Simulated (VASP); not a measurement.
## SiC: single point with BLYP

The system is SiC.

```
Si C
1.0
     3.07569    0.00000    0.00000
    -1.53785    2.66363    0.00000
     0.00000    0.00000   10.07065
Si C
4 4
Direct
  0.00000 0.00000 0.18789
  0.00000 0.00000 0.68789
  0.33333 0.66667 0.43784
  0.66667 0.33333 0.93784
  0.00000 0.00000 0.00046
  0.00000 0.00000 0.50046
  0.33333 0.66667 0.24980
  0.66667 0.33333 0.74980
```

```
Program                : VASP 6.6.1
Task                   : single point
Functional             : BLYP
Potentials or basis    : VASP PAW PBE potentials, release 64 (Si, C)
Cutoff                 : 520 eV
k mesh                 : 10 × 10 × 3
Occupations            : fermi-dirac, width 0.05 eV
Spin                   : no spin polarisation
Dipole correction      : no
Further INCAR settings : ALGO = Normal; EDIFF = 1e-06; NBANDS = 26
```

The pressure is 9.1 GPa, the largest force is 0.014 eV/Å and the band gap on the k mesh is 2.54 eV, indirect (least direct gap 3.65 eV).

Forces in eV/Å, atoms in the order of the input:
```
Si   0.000  0.000 -0.014
Si   0.000  0.000 -0.014
Si   0.000  0.000  0.005
Si   0.000  0.000  0.005
C    0.000  0.000  0.003
C    0.000  0.000  0.003
C    0.000  0.000  0.006
C    0.000  0.000  0.006
```

Levels at points of the mesh, in eV from the valence-band top:
| k point | band 14 | band 15 | band 16 | band 17 | band 18 | band 19 |
| --- | --- | --- | --- | --- | --- | --- |
| (0.00, 0.00, 0.00) | -0.05 | 0.00 | 0.00 | 5.26 | 5.84 | 6.47 |
| (0.50, 0.00, 0.00) | -2.19 | -1.55 | -1.12 | 2.54 | 2.66 | 4.48 |

Wall time 30 s on 1 thread of Intel(R) Xeon(R) 6975P-C (Granite Rapids), with other jobs on the host, peak memory 0.21 GiB.

Caveat: the PAW data sets were made with another functional, which shifts forces and pressure a little. A k mesh can miss the band edges.
